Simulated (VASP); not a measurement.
# PtSe3 (P6_3/mmc) in VASP: single point with PBE

Aim: the single point of PtSe3 with PBE.

Program: VASP 6.6.1. These are calculated values, not measurements. Logs are shortened: lines on timing, memory, paths and dates and some standing lists are left out, and cuts for length are marked.

## Step 1: The cell of the first run

It takes space group P6_3/mmc (No. 194, hexagonal). Conventional cell: a = 7.927 Å, b = 7.927 Å, c = 3.508 Å, α = 90.00°, β = 90.00°, γ = 120.00°. Within 3.3 Å of Pt (site symmetry -6m2) lie 6 Se at 2.53 Å. Se (site symmetry mm2) has 2 Pt at 2.53 Å and 6 Se at 3.16 to 3.26 Å within 3.3 Å.

## Step 2: Single point, PBE

The input, INCAR:

```
SYSTEM = PtSe3
  PREC = Accurate
  ENCUT = 520
  EDIFF = 1E-7
  ISMEAR = 0
  SIGMA = 0.1
  LREAL = .False.
  LASPH = .True.
  NELM = 80
  ALGO = Normal
  ISIF = 2
  LWAVE = .False.
  LCHARG = .True.
  GGA = PE
  LELF = .True.
  LVHAR = .True.
  NBANDS = 38
```

The input, KPOINTS:

```
Automatic mesh
0
Gamma
  6 6 10
  0 0 0
```

The input, POSCAR:

```
PtSe3
1.0
    7.9271023024      0.0000000000      0.0000000000
   -3.9635511512      6.8650719723      0.0000000000
    0.0000000000      0.0000000000      3.5082208887
Pt Se
2 6
Direct
    0.3333333333      0.6666666667      0.2500000000
    0.6666666667      0.3333333333      0.7500000000
    0.7996999588      0.5993999175      0.2500000000
    0.2003000412      0.7996999588      0.7500000000
    0.4006000825      0.2003000412      0.2500000000
    0.2003000412      0.4006000825      0.7500000000
    0.7996999588      0.2003000412      0.2500000000
    0.5993999175      0.7996999588      0.7500000000
```

Potentials or basis: VASP PAW PBE potentials, release 64 (Pt, Se).

Run with:

```
> cat potpaw_PBE.64/Pt/POTCAR potpaw_PBE.64/Se/POTCAR > POTCAR
> mpirun -np 1 vasp_std > vasp.out
```

OUTCAR:

```text
SYSTEM = PtSe3
   PREC = Accurate
   ENCUT = 520
   EDIFF = 1E-7
   ISMEAR = 0
   LREAL = .False.
   LASPH = .True.
   NELM = 80
   ISIF = 2
   GGA = PE

 ion  position               nearest neighbor table
   1  0.333  0.667  0.250-   4 2.53   4 2.53   8 2.53   8 2.53   6 2.53   6 2.53
   2  0.667  0.333  0.750-   7 2.53   7 2.53   5 2.53   5 2.53   3 2.53   3 2.53
   3  0.800  0.599  0.250-   2 2.53   2 2.53
   4  0.200  0.800  0.750-   1 2.53   1 2.53
   5  0.401  0.200  0.250-   2 2.53   2 2.53
   6  0.200  0.401  0.750-   1 2.53   1 2.53
   7  0.800  0.200  0.250-   2 2.53   2 2.53
   8  0.599  0.800  0.750-   1 2.53   1 2.53

  LATTYP: Found a hexagonal cell.
 ALAT       =     7.9271023024
 C/A-ratio  =     0.4425603146

  Lattice vectors:

 A1 = (   7.9271023024,   0.0000000000,   0.0000000000)
 A2 = (  -3.9635511512,   6.8650719723,   0.0000000000)
 A3 = (   0.0000000000,   0.0000000000,   3.5082208887)

Analysis of symmetry for initial positions (statically):
=====================================================================
 Subroutine PRICEL returns:
 Original cell was already a primitive cell.

 Routine SETGRP: Setting up the symmetry group for a
 hexagonal supercell.

 Subroutine GETGRP returns: Found 24 space group operations
 (whereof 12 operations were pure point group operations)
 out of a pool of 24 trial point group operations.

The static configuration has the point symmetry D_3d.
 The point group associated with its full space group is D_6h.

Analysis of symmetry for dynamics (positions and initial velocities):
=====================================================================
 Subroutine PRICEL returns:
 Original cell was already a primitive cell.

 Routine SETGRP: Setting up the symmetry group for a
 hexagonal supercell.

 Subroutine GETGRP returns: Found 24 space group operations
 (whereof 12 operations were pure point group operations)
 out of a pool of 24 trial point group operations.

The dynamic configuration has the point symmetry D_3d.
 The point group associated with its full space group is D_6h.

 Subroutine INISYM returns: Found 24 space group operations
 (whereof 12 operations are pure point group operations),
[... 103 lines left out ...]
   LNONCOLLINEAR =      F non collinear calculations
   LSORBIT =      F    spin-orbit coupling
   LASPH  =      T    aspherical Exc in radial PAW
   ENCUT  =  520.0 eV  38.22 Ry    6.18 a.u.  14.74 14.74  6.52*2*pi/ulx,y,z
   NELM   =     80;   NELMIN=  2; NELMDL= -5     # of ELM steps
   EDIFF  = 0.1E-06   stopping-criterion for ELM
   LREAL  =      F    real-space projection
   EDIFFG = 0.1E-05   stopping-criterion for IOM
   NSW    =      0    number of steps for IOM
   IBRION =     -1    ionic relax: 0-MD 1-quasi-New 2-CG
   NFREE  =      0    steps in history (QN), initial steepest desc. (CG)
   ISIF   =      2    stress and relaxation
   ISYM   =      2    0-nonsym 1-usesym 2-fastsym
   POTIM  = 0.5000    time-step for ionic-motion
   TEBEG  =    0.0;   TEEND  =   0.0 temperature during run
   PSTRESS=    0.0 pullay stress
   NELECT =      56.0000    total number of electrons
   NUPDOWN=      -1.0000    fix difference up-down
   EMIN   =  10.00;   EMAX   =-10.00  energy-range for DOS
   EFERMI =   0.00;   METHOD = LEGACY
   ISMEAR =     0;   SIGMA  =   0.10  broadening in eV -4-tet -1-fermi 0-gaus
   EFERMI_NEDOS =   21; number of points for ismear=-14 and -15
   IALGO  =     38    algorithm
   IMIX   =      4    mixing-type and parameters
     AMIX     =   0.40;   BMIX     =  1.00
     AMIX_MAG =   1.60;   BMIX_MAG =  1.00
  volume/ion in A,a.u.               =      23.86       161.05
  Fermi-wavevector in a.u.,A,eV,Ry     =   1.087732  2.055516 16.097889  1.183161
  Thomas-Fermi vector in A             =   2.223898
   LORBIT       =      0    0 simple, 1 ext, 2 COOP (PROOUT), +10 PAW based schemes
   GGA     = PE    functional components
   LHFCALC =     F    Hartree Fock is set to
   AEXX    =    0.0000 exact exchange contribution
   IVDW    =     0    specifies the selected vdW correction
   LEPSILON=     F    determine dielectric tensor
   LRPA    =     F    only Hartree local field effects (RPA)
 non-spin polarized calculation
 Gauss-broadening in eV      SIGMA  =   0.10
  energy-cutoff  :      520.00
  volume of cell :      190.92
 maximum number of plane-waves:      5175
 NGX is ok and might be reduce to    60
   NGX = 29   NGY = 29   NGZ = 13

 number of electron      56.0000007 magnetization

 Free energy of the ion-electron system (eV)
  ---------------------------------------------------
  ext. energy  EPLUGINS =         0.00000000
  ---------------------------------------------------
  free energy    TOTEN  =       -32.22595470 eV

  energy without entropy =      -32.19224216  energy(sigma->0) =      -32.20909843

 E-fermi :   4.2652     XC(G=0):  -9.7030

 val. band max:        4.2634806804   @ k =   0.0000   0.0000   0.4000
 cond. band min:       4.2684299239   @ k =   0.0000   0.0000   0.2000
 fundamental gap:      0.0049492435
 Fermi energy:         4.2651806372

 k-point     1 :       0.0000    0.0000    0.0000
  band No.  band energies     occupation
      1     -10.7012      2.00000
      2      -9.5679      2.00000
      3      -9.0537      2.00000
      4      -9.0537      2.00000
      5      -8.4326      2.00000
      6      -8.4326      2.00000
[... 973 lines left out ...]
     37      10.0475      0.00000
     38      10.5654      0.00000

 [... further k-points ...]
[... 5 lines left out ...]
  --------------------------------------------------------------------------------------
  -------------------------------------------------------------------------------------
  Total       -0.0327764     -0.0327764     -0.0098358      0.0000000      0.0000000     -0.0000000
  in kB       -0.2750587     -0.2750587     -0.0825415      0.0000000      0.0000000     -0.0000000
  external PRESSURE =      -0.2108863 kB  Pullay stress =       0.0000000 kB

 VOLUME and BASIS-vectors are now :
 -----------------------------------------------------------------------------
  energy-cutoff  :      520.00
  volume of cell :      190.92
      direct lattice vectors                 reciprocal lattice vectors
     7.927102302  0.000000000  0.000000000     0.126149501  0.072832448  0.000000000
    -3.963551151  6.865071972  0.000000000     0.000000000  0.145664897  0.000000000
     0.000000000  0.000000000  3.508220889     0.000000000  0.000000000  0.285044765

 POSITION                                       TOTAL-FORCE (eV/Angst)
 -----------------------------------------------------------------------------------
     -0.00000      4.57671      0.87706        -0.000000      0.000000      0.000000
      3.96355      2.28836      2.63117        -0.000000      0.000000      0.000000
      3.96355      4.11492      0.87706        -0.000000      0.002781      0.000000
     -1.58185      5.49000      2.63117        -0.002408      0.001390      0.000000
      2.38170      1.37507      0.87706        -0.002408     -0.001390     -0.000000
     -0.00000      2.75015      2.63117        -0.000000     -0.002781     -0.000000
      5.54540      1.37507      0.87706         0.002408     -0.001390     -0.000000
      1.58185      5.49000      2.63117         0.002408      0.001390      0.000000
 -----------------------------------------------------------------------------------
    total drift:                               -0.000000      0.000000      0.000000

  FREE ENERGIE OF THE ION-ELECTRON SYSTEM (eV)
  ---------------------------------------------------
  free  energy   TOTEN  =       -32.2259546999 eV

  energy  without entropy=      -32.1922421640  energy(sigma->0) =      -32.20909843
```

OSZICAR:

```text
N       E                     dE             d eps       ncg     rms          rms(c)
DAV:   1     0.317954573929E+03    0.31795E+03   -0.24478E+04  3192   0.129E+03
DAV:   2    -0.106989151834E+02   -0.32865E+03   -0.31737E+03  3890   0.231E+02
DAV:   3    -0.336143780024E+02   -0.22915E+02   -0.22216E+02  3692   0.615E+01
DAV:   4    -0.340462090166E+02   -0.43183E+00   -0.42971E+00  3688   0.906E+00
DAV:   5    -0.340542111975E+02   -0.80022E-02   -0.79992E-02  3828   0.118E+00    0.183E+01
DAV:   6    -0.336965646273E+02    0.35765E+00   -0.18535E+01  3282   0.267E+01    0.170E+01
DAV:   7    -0.322629826219E+02    0.14336E+01   -0.36590E+00  3234   0.143E+01    0.672E+00
DAV:   8    -0.322888170527E+02   -0.25834E-01   -0.10335E+00  3534   0.493E+00    0.250E+00
DAV:   9    -0.322251956193E+02    0.63621E-01   -0.24652E-01  3540   0.330E+00    0.591E-01
DAV:  10    -0.322267048467E+02   -0.15092E-02   -0.16403E-02  3624   0.604E-01    0.237E-01
DAV:  11    -0.322258469950E+02    0.85785E-03   -0.31317E-03  3584   0.374E-01    0.268E-02
DAV:  12    -0.322259342030E+02   -0.87208E-04   -0.48312E-04  3656   0.941E-02    0.495E-02
DAV:  13    -0.322259455885E+02   -0.11385E-04   -0.34772E-05  3640   0.242E-02    0.159E-02
DAV:  14    -0.322259530021E+02   -0.74136E-05   -0.66815E-06  3680   0.107E-02    0.493E-03
DAV:  15    -0.322259543219E+02   -0.13197E-05   -0.79887E-07  3632   0.346E-03    0.193E-03
DAV:  16    -0.322259547033E+02   -0.38144E-06   -0.62963E-07  3410   0.485E-03    0.126E-03
DAV:  17    -0.322259546999E+02    0.34415E-08   -0.39625E-08  2238   0.115E-03
   1 F= -.32225955E+02 E0= -.32209098E+02  d E =-.337125E-01
```

stdout:

```text
POSCAR found type information on POSCAR PtSe
 POSCAR found :  2 types and       8 ions
 scaLAPACK will be used
 LDA part: xc-table for (Slater+PW92), standard interpolation
 POSCAR, INCAR and KPOINTS ok, starting setup
 FFT: planning ... GRIDC
 FFT: planning ... GRID_SOFT
 FFT: planning ... GRID
 WAVECAR not read
 entering main loop
```

It took 9 min on 1 thread of Intel Xeon 8259CL, shared host; peak memory 0.45 GiB.

Results:

```
Free energy            : -32.2260 eV
Pressure               : 0.0 GPa
Band gap on the k mesh : zero (bands 28 and 29 overlap by 1.44 eV)
```

Forces on the atoms (eV/Å):
```
Pt   0.000  0.000  0.000
Pt   0.000  0.000  0.000
Se   0.000  0.003  0.000
Se  -0.002  0.001  0.000
Se  -0.002 -0.001  0.000
Se   0.000 -0.003  0.000
Se   0.002 -0.001  0.000
Se   0.002  0.001  0.000
```

Caveat: spin-orbit coupling is left out, which moves the levels of the heavy elements.
